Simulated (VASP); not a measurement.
Here is a VASP 6.6.1 calculation.

The input INCAR:

```
PREC = Accurate
ENCUT = 520
EDIFF = 1E-7
ISMEAR = -1
SIGMA = 0.05
LREAL = False
LASPH = True
NELM = 80
ALGO = Normal
ISIF = 2
LWAVE = False
LCHARG = False
GGA = PS
NBANDS = 13
```

The input KPOINTS:

```
regular mesh
0
Gamma
  11 11 11
```

File POSCAR:

```
Sn
1.0
   -1.7379733663      1.7873059321      2.3538281599
    1.7379733663     -1.7873059321      2.3538281599
    1.7379733663      1.7873059321     -2.3538281599
Sn
1
Direct
    0.0000000000      0.0000000000      0.0000000000
```

Potentials or basis: VASP PAW PBE potentials, release 64 (Sn_d).

Launch:

```bash
$ cat potpaw_PBE.64/Sn_d/POTCAR > POTCAR
$ mpirun -np 1 vasp_std > vasp.out
```

Problem. Predict the pressure.

Solution. -4.4 GPa.

Problem. Predict the band gap on the k mesh.

Solution. Zero (band 7 reaches 13.99 eV, above the bottom of band 8 at 5.40 eV).

Stress tensor (GPa, compression positive):
```
-3.81  0.00  0.00
 0.00 -5.38  0.00
 0.00  0.00 -4.02
```

Caveat: the PAW data sets were made with another functional, which shifts forces and pressure a little; spin-orbit coupling is left out, which moves the levels of the heavy elements.
